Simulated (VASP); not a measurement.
The system is Sb.

```
CELL_PARAMETERS angstrom
2.15420 1.24373 3.75800
-2.15420 1.24373 3.75800
0.00000 -2.48746 3.75800
ATOMIC_POSITIONS crystal
Sb 0.76651 0.76651 0.76651
Sb 0.23349 0.23349 0.23349
```

- Program: VASP 6.6.1
- Task: relaxation of cell and atoms
- Functional: PBE
- Potentials or basis: VASP PAW PBE potentials, release 64 (Sb)
- Cutoff: 600 eV
- k mesh: 8 × 8 × 8
- Occupations: fermi-dirac, width 0.05 eV
- Spin: no spin polarisation

At the start: pressure 2.8 GPa; volume 30.21 Å³/atom.

Q: How do energy, volume and symmetry change on relaxing?

A: Over 8 steps the energy falls by 12.6 meV/atom and the volume is 31.83 Å³/atom (+5.4 %); space group R-3m (No. 166, to 0.1 Å) before and after.

The path:
| step | energy change (eV) | largest force (eV/Å) | pressure (GPa) | volume (Å³) |
| --- | --- | --- | --- | --- |
| 1 | 0.0000 | 0.2010 | 2.76 | 60.41 |
| 2 | -0.0137 | 0.2461 | -1.49 | 65.08 |
| 3 | -0.0240 | 0.0810 | 0.05 | 63.15 |
| 4 | -0.0245 | 0.0570 | 0.04 | 63.27 |
| 5 | -0.0249 | 0.0142 | 0.02 | 63.48 |
| 6 | -0.0250 | 0.0015 | 0.01 | 63.54 |
| 7 | -0.0251 | 0.0000 | 0.01 | 63.59 |
| 8 | -0.0252 | 0.0024 | 0.02 | 63.66 |

Final structure:
```
Sb
1.0
     2.19077    1.26484    3.82901
    -2.19077    1.26484    3.82901
     0.00000   -2.52968    3.82901
Sb
2
Cartesian
  0.0000 0.0000 8.8127
  0.0000 0.0000 2.6743
```
